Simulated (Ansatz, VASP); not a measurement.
# In in VASP and in Ansatz

```xyz
1
Lattice="-1.9308 1.9308 1.9308 1.9308 -1.9308 1.9308 1.9308 1.9308 -1.9308" Properties=species:S:1:pos:R:3 pbc="T T T"
In    0.0000    0.0000    0.0000
```

Alike in both runs: functional revPBE; k mesh 12 × 12 × 12; occupations fermi-dirac, width 0.1 eV; no spin polarisation.

Ansatz relaxed the structure, and its values are those at the end. VASP's run is a single point on that final structure, the one shown.

```csv
,VASP,Ansatz
version,VASP 6.6.1,Ansatz 0.2.0
potentials or method,"VASP PAW PBE potentials, release 64 (In_d), cutoff 520 eV","plane waves (420 eV) with PAW, scalar-relativistic"
valence electrons in the cell,13,13
```

VASP gave:

* pressure (GPa): -0.1

Question: Which values does Ansatz return?

Answer: Pressure (GPa): 0.0.

VASP's potentials were made for PBE, not for revPBE.
